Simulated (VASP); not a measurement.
Wanted: the native input for a VASP 6.6.1 run.

```
Task                   : single point
Functional             : PBE
Potentials or basis    : VASP PAW PBE potentials, release 64 (Ni)
Cutoff                 : 520 eV
k mesh                 : 15 × 15 × 15
Occupations            : fermi-dirac, width 0.05 eV
Spin                   : collinear spin, ferromagnetic start
Starting moments       : [1.22] μB
Fixed moment           : 1.22 μB
Dipole correction      : no
Further INCAR settings : ALGO = Normal; EDIFF = 1e-06; NBANDS = 15
```

The structure of Ni lies in POSCAR:

```
Ni
1.0
    0.0000000000      1.7724000000      1.7724000000
    1.7724000000      0.0000000000      1.7724000000
    1.7724000000      1.7724000000      0.0000000000
Ni
1
Direct
    0.0000000000      0.0000000000      0.0000000000
```

One way to write it, as run:

INCAR

```
PREC = Accurate
ENCUT = 520
EDIFF = 1E-6
ISMEAR = -1
SIGMA = 0.05
LREAL = F
LASPH = T
NELM = 150
ALGO = Normal
ISIF = 2
LWAVE = F
LCHARG = T
ISPIN = 2
MAGMOM = 1.22
LORBIT = 11
NUPDOWN = 1.22
LMAXMIX = 4
GGA = PE
LELF = T
LVHAR = T
NBANDS = 15
```

KPOINTS

```
Automatic mesh
0
Gamma
  15 15 15
```

Potentials or basis: VASP PAW PBE potentials, release 64 (Ni).

The run is started by

```sh
$ cat potpaw_PBE.64/Ni/POTCAR > POTCAR
$ mpirun -np 1 vasp_std > vasp.out
```

Results of the run:

| Property | Result |
| --- | --- |
| Pressure | 1.9 GPa |
| Net moment | 1.22 μB per cell |
| Site moments | Ni +1.19 μB |
| Valence electrons inside the program's atomic spheres | Ni 9.25 |

Caveat: the total moment is fixed, so each spin has its own Fermi level.

Run time: 20 s on 1 thread of Intel(R) Xeon(R) 6975P-C (Granite Rapids) (shared host), peak memory 0.15 GiB.
